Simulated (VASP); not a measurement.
# HfN (Immm) in VASP: a series of runs, part 2 of 2

VASP 6.6.1. The steps go on from the part before.

### 3 Single point, PBE (strain +0.0450 x Voigt [0, 0, 0, 1, 0, 0])

Contents of INCAR:

```
SYSTEM = HfN
  ALGO = Normal
  EDIFF = 1E-6
  ENCUT = 520
  GGA = PE
  ISIF = 2
  ISMEAR = 0
  LASPH = .True.
  LCHARG = .False.
  LREAL = .False.
  LWAVE = .False.
  NBANDS = 14
  NELM = 80
  PREC = Accurate
  SIGMA = 0.15
```

Contents of KPOINTS:

```
k-points
0
Gamma
  22 22 22
  0 0 0
```

Contents of POSCAR:

```
HfN
1.0
    0.0000000000      2.3250592345      2.3250592345
    2.2738965619      0.0511626726      2.2738965619
    2.2738965619      2.2738965619      0.0511626726
Hf N
1 1
Direct
    0.0000000000      0.0000000000      0.0000000000
    0.5000000000      0.5000000000      0.5000000000
```

Potentials or basis: VASP PAW PBE potentials, release 64 (Hf_pv, N).

On the command line:

```console
$ cat potpaw_PBE.64/Hf_pv/POTCAR potpaw_PBE.64/N/POTCAR > POTCAR
$ mpirun -np 1 vasp_std > vasp.out
```

OUTCAR:

```text
SYSTEM = HfN
   EDIFF = 1E-6
   ENCUT = 520
   GGA = PE
   ISIF = 2
   ISMEAR = 0
   LASPH = .True.
   LREAL = .False.
   NELM = 80
   PREC = Accurate

 ion  position               nearest neighbor table
   1  0.000  0.000  0.000-   2 2.27   2 2.27   2 2.27   2 2.27   2 2.27   2 2.27
   2  0.500  0.500  0.500-   1 2.27   1 2.27   1 2.27   1 2.27   1 2.27   1 2.27

  LATTYP: Found a body centered orthorhombic cell.
 ALAT       =     3.1434204118
 B/A-ratio  =     1.0460358056
 C/A-ratio  =     1.4467657927

  Lattice vectors:

 A1 = (  -2.2738965619,   2.2738965619,   0.0511626726)
 A2 = (  -2.2738965619,  -2.2738965619,  -0.0511626726)
 A3 = (   2.2738965619,   0.0511626726,   2.2738965619)

Analysis of symmetry for initial positions (statically):
=====================================================================
 Subroutine PRICEL returns:
 Original cell was already a primitive cell.

 Routine SETGRP: Setting up the symmetry group for a
 body centered orthorhombic supercell.

 Subroutine GETGRP returns: Found  8 space group operations
 (whereof  8 operations were pure point group operations)
 out of a pool of  8 trial point group operations.

The static configuration has the point symmetry D_2h.

Analysis of symmetry for dynamics (positions and initial velocities):
=====================================================================
 Subroutine PRICEL returns:
 Original cell was already a primitive cell.

 Routine SETGRP: Setting up the symmetry group for a
 body centered orthorhombic supercell.

 Subroutine GETGRP returns: Found  8 space group operations
 (whereof  8 operations were pure point group operations)
 out of a pool of  8 trial point group operations.

The dynamic configuration has the point symmetry D_2h.

 Subroutine INISYM returns: Found  8 space group operations
 (whereof  8 operations are pure point group operations),
 and found     1 'primitive' translations

----------------------------------------------------------------------------------------

                                     Primitive cell

  volume of cell :      23.5029

  direct lattice vectors                    reciprocal lattice vectors
     0.000000000  2.325059234  2.325059234    -0.219886871  0.215048285  0.215048285
     2.273896562  0.051162673  2.273896562     0.219886871 -0.224948206  0.224948206
     2.273896562  2.273896562  0.051162673     0.219886871  0.224948206 -0.224948206

  length of vectors
     3.288130303  3.216182328  3.216182328     0.375288909  0.386721640  0.386721640

  position of ions in fractional coordinates (direct lattice)
     0.000000000  0.000000000  0.000000000
     0.500000000  0.500000000  0.500000000

  ion indices of the primitive-cell ions
   primitive index   ion index
                 1           1
                 2           2

----------------------------------------------------------------------------------------

 KPOINTS: k-points

Automatic generation of k-mesh.
 Grid dimensions read from file:
 generate k-points for:   22   22   22

 Generating k-lattice:

  Cartesian coordinates                     Fractional coordinates (reciprocal lattice)
[... 41 lines left out ...]
 [... further k-points ...]
   k-points           NKPTS =   1530   k-points in BZ     NKDIM =   1530   number of bands    NBANDS=     14
   number of dos      NEDOS =    301   number of ions     NIONS =      2
   total plane-waves  NPLWV =  13824
   dimension x,y,z NGX =    24 NGY =   24 NGZ =   24
   dimension x,y,z NGXF=    48 NGYF=   48 NGZF=   48
   ions per type =               1   1
   NGX,Y,Z   is equivalent  to a cutoff of  12.13, 12.41, 12.41 a.u.
   NGXF,Y,Z  is equivalent  to a cutoff of  24.27, 24.81, 24.81 a.u.
 SYSTEM =  HfN
   PREC   = accura    normal or accurate (medium, high low for compatibility)
   ISTART =      0    job   : 0-new  1-cont  2-samecut
   ICHARG =      2    charge: 1-file 2-atom 10-const
   ISPIN  =      1    spin polarized calculation?
   LNONCOLLINEAR =      F non collinear calculations
   LSORBIT =      F    spin-orbit coupling
   LASPH  =      T    aspherical Exc in radial PAW
   ENCUT  =  520.0 eV  38.22 Ry    6.18 a.u.   6.11  5.98  5.98*2*pi/ulx,y,z
   NELM   =     80;   NELMIN=  2; NELMDL= -5     # of ELM steps
   EDIFF  = 0.1E-05   stopping-criterion for ELM
   LREAL  =      F    real-space projection
   EDIFFG = 0.1E-04   stopping-criterion for IOM
   NSW    =      0    number of steps for IOM
   IBRION =     -1    ionic relax: 0-MD 1-quasi-New 2-CG
   NFREE  =      0    steps in history (QN), initial steepest desc. (CG)
   ISIF   =      2    stress and relaxation
   ISYM   =      2    0-nonsym 1-usesym 2-fastsym
   POTIM  = 0.5000    time-step for ionic-motion
   TEBEG  =    0.0;   TEEND  =   0.0 temperature during run
   PSTRESS=    0.0 pullay stress
   NELECT =      15.0000    total number of electrons
   NUPDOWN=      -1.0000    fix difference up-down
   EMIN   =  10.00;   EMAX   =-10.00  energy-range for DOS
   EFERMI =   0.00;   METHOD = LEGACY
   ISMEAR =     0;   SIGMA  =   0.15  broadening in eV -4-tet -1-fermi 0-gaus
   EFERMI_NEDOS =   21; number of points for ismear=-14 and -15
   IALGO  =     38    algorithm
   IMIX   =      4    mixing-type and parameters
     AMIX     =   0.40;   BMIX     =  1.00
     AMIX_MAG =   1.60;   BMIX_MAG =  1.00
  volume/ion in A,a.u.               =      11.75        79.30
  Fermi-wavevector in a.u.,A,eV,Ry     =   1.409498  2.663565 27.030492  1.986685
  Thomas-Fermi vector in A             =   2.531548
   LORBIT       =      0    0 simple, 1 ext, 2 COOP (PROOUT), +10 PAW based schemes
   GGA     = PE    functional components
   LHFCALC =     F    Hartree Fock is set to
   AEXX    =    0.0000 exact exchange contribution
   IVDW    =     0    specifies the selected vdW correction
   LEPSILON=     F    determine dielectric tensor
   LRPA    =     F    only Hartree local field effects (RPA)
 non-spin polarized calculation
 Gauss-broadening in eV      SIGMA  =   0.15
  energy-cutoff  :      520.00
  volume of cell :       23.50
 maximum number of plane-waves:       650
   NGX = 13   NGY = 11   NGZ = 11

 number of electron      14.9999999 magnetization

 Free energy of the ion-electron system (eV)
  ---------------------------------------------------
  ext. energy  EPLUGINS =         0.00000000
  ---------------------------------------------------
  free energy    TOTEN  =       -21.74219845 eV

  energy without entropy =      -21.73559045  energy(sigma->0) =      -21.73889445

 E-fermi :   8.2077     XC(G=0): -12.6321

 val. band max:        8.2037463597   @ k =  -0.1364   0.0455   0.0000
 cond. band min:       8.2086076150   @ k =   0.2727   0.5000   0.1364
 fundamental gap:      0.0048612553
 Fermi energy:         8.2076828213

 k-point     1 :       0.0000    0.0000    0.0000
  band No.  band energies     occupation
      1     -23.0415      2.00000
      2     -23.0200      2.00000
      3     -22.9876      2.00000
      4      -9.1792      2.00000
      5       5.1029      2.00000
      6       5.2064      2.00000
      7       5.3428      2.00000
      8       7.5412      2.00000
      9       7.7784      1.99995
     10       8.2315      0.82267
     11       9.8949      0.00000
     12      10.1618      0.00000
     13      10.1682      0.00000
     14      17.7519      0.00000
[... 377 lines left out ...]
      1     -23.8832      2.00000
      2     -23.0914      2.00000
      3     -23.0811      2.00000
      4      -6.6369      2.00000
      5      -0.5165      2.00000
      6       2.1381      2.00000
      7       2.4401      2.00000
      8      10.9887      0.00000
      9      11.3716      0.00000
     10      11.8668      0.00000
     11      13.0635      0.00000
     12      16.5795      0.00000
     13      16.6924      0.00000
     14      19.5561      0.00000

 [... further k-points ...]

------------------------ aborting loop because EDIFF is reached ----------------------------------------

  FORCE on cell =-STRESS in cart. coord.  units (eV):
  Direction    XX          YY          ZZ          XY          YZ          ZX
  --------------------------------------------------------------------------------------
  -------------------------------------------------------------------------------------
  Total       -0.3520239     -0.2959175     -0.2959175      0.0000000     -0.7930334      0.0000000
  in kB      -23.9971968    -20.1724713    -20.1724713      0.0000000    -54.0604783      0.0000000
  external PRESSURE =     -21.4473798 kB  Pullay stress =       0.0000000 kB

 VOLUME and BASIS-vectors are now :
 -----------------------------------------------------------------------------
  energy-cutoff  :      520.00
  volume of cell :       23.50
      direct lattice vectors                 reciprocal lattice vectors
     0.000000000  2.325059234  2.325059234    -0.219886871  0.215048285  0.215048285
     2.273896562  0.051162673  2.273896562     0.219886871 -0.224948206  0.224948206
     2.273896562  2.273896562  0.051162673     0.219886871  0.224948206 -0.224948206

 POSITION                                       TOTAL-FORCE (eV/Angst)
 -----------------------------------------------------------------------------------
      0.00000      0.00000      0.00000         0.000000     -0.000000     -0.000000
      2.27390      2.32506      2.32506        -0.000000      0.000000      0.000000
 -----------------------------------------------------------------------------------
    total drift:                                0.000000     -0.000000     -0.000000

  FREE ENERGIE OF THE ION-ELECTRON SYSTEM (eV)
  ---------------------------------------------------
  free  energy   TOTEN  =       -21.7421984467 eV

  energy  without entropy=      -21.7355904490  energy(sigma->0) =      -21.73889445
```

OSZICAR:

```text
N       E                     dE             d eps       ncg     rms          rms(c)
DAV:   1     0.389652053451E+02    0.38965E+02   -0.78146E+03 42880   0.101E+03
DAV:   2    -0.226870270000E+02   -0.61652E+02   -0.57764E+02 56754   0.237E+02
DAV:   3    -0.247401596396E+02   -0.20531E+01   -0.20441E+01 49324   0.355E+01
DAV:   4    -0.247479597514E+02   -0.78001E-02   -0.77986E-02 51514   0.255E+00
DAV:   5    -0.247480094104E+02   -0.49659E-04   -0.49659E-04 49102   0.175E-01    0.471E+01
DAV:   6    -0.218577075033E+02    0.28903E+01   -0.83511E+00 47258   0.220E+01    0.405E+01
DAV:   7    -0.217714978399E+02    0.86210E-01   -0.46476E-01 54408   0.606E+00    0.262E+01
DAV:   8    -0.217486652866E+02    0.22833E-01   -0.12234E-01 49290   0.300E+00    0.618E+00
DAV:   9    -0.217423040515E+02    0.63612E-02   -0.17339E-02 47880   0.106E+00    0.196E+00
DAV:  10    -0.217422312035E+02    0.72848E-04   -0.10659E-03 57282   0.315E-01    0.430E-01
DAV:  11    -0.217422001389E+02    0.31065E-04   -0.70293E-05 51744   0.830E-02    0.104E-01
DAV:  12    -0.217421985477E+02    0.15912E-05   -0.76138E-06 57310   0.234E-02    0.109E-02
DAV:  13    -0.217421984467E+02    0.10103E-06   -0.17439E-07 28644   0.440E-03
   1 F= -.21742198E+02 E0= -.21738894E+02  d E =-.660800E-02
```

stdout:

```text
POSCAR found type information on POSCAR HfN
 POSCAR found :  2 types and       2 ions
 scaLAPACK will be used
 LDA part: xc-table for (Slater+PW92), standard interpolation
 POSCAR, INCAR and KPOINTS ok, starting setup
 FFT: planning ... GRIDC
 FFT: planning ... GRID_SOFT
 FFT: planning ... GRID
 WAVECAR not read
 entering main loop
```

Run time: 3.8 min. Hardware: 1 thread of AMD EPYC 9R45 (Zen 5), shared host; peak memory 0.56 GiB.

Results:

| Quantity | Value |
| --- | --- |
| Free energy | -21.7422 eV |
| Pressure | -2.1 GPa |
| Band gap on the k mesh | zero (an odd number of electrons rules out a gap without spin polarisation) |

Levels at points of the mesh, in eV from the Fermi level:
```
           k point  band 3  band 4  band 5  band 6  band 7  band 8  band 9  band 10  band 11  band 12
(0.00, 0.00, 0.00)  -31.20  -17.39   -3.10   -3.00   -2.86   -0.67   -0.43     0.02     1.69     1.95
(0.50, 0.00, 0.00)  -31.28  -14.81   -8.79   -6.10   -5.78    2.76    3.56     3.75     4.41     8.43
(0.00, 0.50, 0.00)  -31.32  -14.74   -8.73   -6.34   -6.05    3.09    3.49     4.19     4.28     8.66
(0.50, 0.50, 0.00)  -31.51  -16.29   -5.41   -3.72   -3.67   -3.67    3.94     5.13     5.36     5.57
(0.00, 0.50, 0.50)  -31.46  -16.30   -5.41   -3.84   -3.73   -3.49    4.02     5.37     5.38     5.40
```

Caveat: the cell differs from its parent crystal (strain +0.0450 x Voigt [0, 0, 0, 1, 0, 0]); spin-orbit coupling is left out, which moves the levels of the heavy elements.

### 4 Single point, PBE (strain -0.0300 x Voigt [0, 0, 0, 1, 0, 0])

Contents of INCAR:

```
SYSTEM = HfN
PREC     = Accurate       ! precision mode
ENCUT    = 520            ! plane-wave cutoff, eV
EDIFF    = 1E-6           ! SCF threshold, eV
ISMEAR   = 0              ! smearing method
SIGMA    = 0.15           ! smearing width, eV
LREAL    = .FALSE.        ! projectors in reciprocal space
LASPH    = .TRUE.         ! aspherical terms in the spheres
NELM     = 60             ! most SCF steps
ALGO     = Normal         ! electronic algorithm
ISIF     = 2              ! what is computed and relaxed
LWAVE    = .FALSE.        ! write WAVECAR
LCHARG   = .FALSE.        ! write CHGCAR
GGA      = PE             ! functional
NBANDS   = 14             ! bands
```

Contents of KPOINTS:

```
regular mesh
0
G
  22 22 22
  0 0 0
```

Contents of POSCAR:

```
HfN
1.0
    0.0000000000      2.2397881135      2.2397881135
    2.2738965619     -0.0341084484      2.2738965619
    2.2738965619      2.2738965619     -0.0341084484
Hf N
1 1
Direct
    0.0000000000      0.0000000000      0.0000000000
    0.5000000000      0.5000000000      0.5000000000
```

On the command line:

```console
$ cat potpaw_PBE.64/Hf_pv/POTCAR potpaw_PBE.64/N/POTCAR > POTCAR
$ mpirun -np 1 vasp_std > vasp.out
```

Run time: 3.8 min. Hardware: 1 thread of AMD EPYC 9R45 (Zen 5), shared host; peak memory 0.56 GiB.

It converged, with:

```yaml
Free_energy: -21.7520 eV
Pressure: -2.2 GPa
Band_gap_on_the_k_mesh: zero (an odd number of electrons rules out a gap without spin polarisation)
```

Stress tensor (GPa, compression positive):
```
-2.34  0.00  0.00
 0.00 -2.20  3.58
 0.00  3.58 -2.20
```

Levels at points of the mesh, in eV from the Fermi level:
```
           k point  band 3  band 4  band 5  band 6  band 7  band 8  band 9  band 10  band 11  band 12
(0.00, 0.00, 0.00)  -31.21  -17.40   -3.08   -3.01   -2.92   -0.56   -0.38    -0.10     1.64     1.93
(0.50, 0.00, 0.00)  -31.33  -14.76   -8.75   -6.27   -6.07    3.14    3.52     3.97     4.28     8.64
(0.00, 0.50, 0.00)  -31.30  -14.81   -8.79   -6.10   -5.89    2.95    3.52     3.70     4.37     8.48
(0.50, 0.50, 0.00)  -31.52  -16.31   -5.42   -3.72   -3.68   -3.68    3.97     5.20     5.36     5.51
(0.00, 0.50, 0.50)  -31.49  -16.31   -5.42   -3.80   -3.73   -3.57    4.00     5.36     5.37     5.38
```

Caveat: the cell differs from its parent crystal (strain -0.0300 x Voigt [0, 0, 0, 1, 0, 0]); spin-orbit coupling is left out, which moves the levels of the heavy elements.

### 5 The runs side by side

```tsv
cell	gap on the mesh (eV)	pressure (GPa)
a = 3.119, b = 3.216, c = 3.216 Å, angles 62.0, 61.0, 61.0°, 2 atoms	none	-2.0
a = 3.288, b = 3.216, c = 3.216 Å, angles 58.5, 59.3, 59.3°, 2 atoms	none	-2.1
a = 3.168, b = 3.216, c = 3.216 Å, angles 61.0, 60.5, 60.5°, 2 atoms	none	-2.2
```

Alike in all rows: task single point; level PBE; potentials or basis VASP PAW PBE potentials, release 64 (Hf_pv, N); no spin polarisation; k mesh 22 × 22 × 22; cutoff (eV) 520; smearing gaussian 0.15 eV.

Caveats: spin-orbit coupling is left out, which moves the levels of the heavy elements.

Total energies depend on the potentials used, so only differences within one code and one set of settings carry meaning.
